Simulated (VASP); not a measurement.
A run of VASP 6.6.1 is set up as follows.

Contents of INCAR:

```
ALGO = Normal
EDIFF = 1E-6
ENCUT = 520
GGA = PE
ISIF = 2
ISMEAR = 0
LASPH = True
LCHARG = False
LREAL = False
LWAVE = False
NBANDS = 15
NELM = 100
PREC = Accurate
SIGMA = 0.02
```

File KPOINTS:

```
k-points
0
Gamma
  6 6 6
```

The input POSCAR:

```
KI
1.0
    0.0000000000      3.5149335400      3.5149335400
    3.5149335400      0.0000000000      3.5149335400
    3.5149335400      3.5149335400      0.0000000000
K I
1 1
Direct
    0.0000000000      0.0000000000      0.0000000000
    0.5000000000      0.5000000000      0.5000000000
```

Potentials or basis: VASP PAW PBE potentials, release 64 (K_sv, I).

Run with:

```console
$ cat potpaw_PBE.64/K_sv/POTCAR potpaw_PBE.64/I/POTCAR > POTCAR
$ mpirun -np 1 vasp_std > vasp.out
```

Q: Estimate the pressure.

A: 0.8 GPa.

Q: Estimate the band gap on the k mesh.

A: 4.00 eV, direct.

Caveat: spin-orbit coupling is left out, which moves the levels of the heavy elements.
